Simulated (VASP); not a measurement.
Si (a cell with a defect), 17 atoms in the cell. The cell holds a defect, 17 atoms: a = 7.679 Å, b = 7.679 Å, c = 7.679 Å, α = 60.00°, β = 60.00°, γ = 60.00°. 

```yaml
Program: VASP 6.6.1
Task: single point
Functional: PBE
Potentials_or_basis: VASP PAW PBE potentials, release 64 (Si)
Cutoff: 520 eV
k_mesh: 2 × 2 × 2
Occupations: gaussian, width 0.05 eV
Spin: no spin polarisation
Dipole_correction: no
Further_INCAR_settings: LREAL = Auto; ALGO = Normal; EDIFF = 1e-06; NBANDS = 48
```

Potentials or basis: VASP PAW PBE potentials, release 64 (Si).

Launch:

```sh
$ cat potpaw_PBE.64/Si/POTCAR > POTCAR
$ mpirun -np 1 vasp_std > vasp.out
```

Hardware: 1 thread of Intel Xeon 6975P-C (shared host).

**Question.** How long does it take, and how much memory?

**Answer.** Run time: 4 min on 1 thread of Intel Xeon 6975P-C, on a shared host, peak memory 0.47 GiB. Counts: scf iterations 14, k points 8.
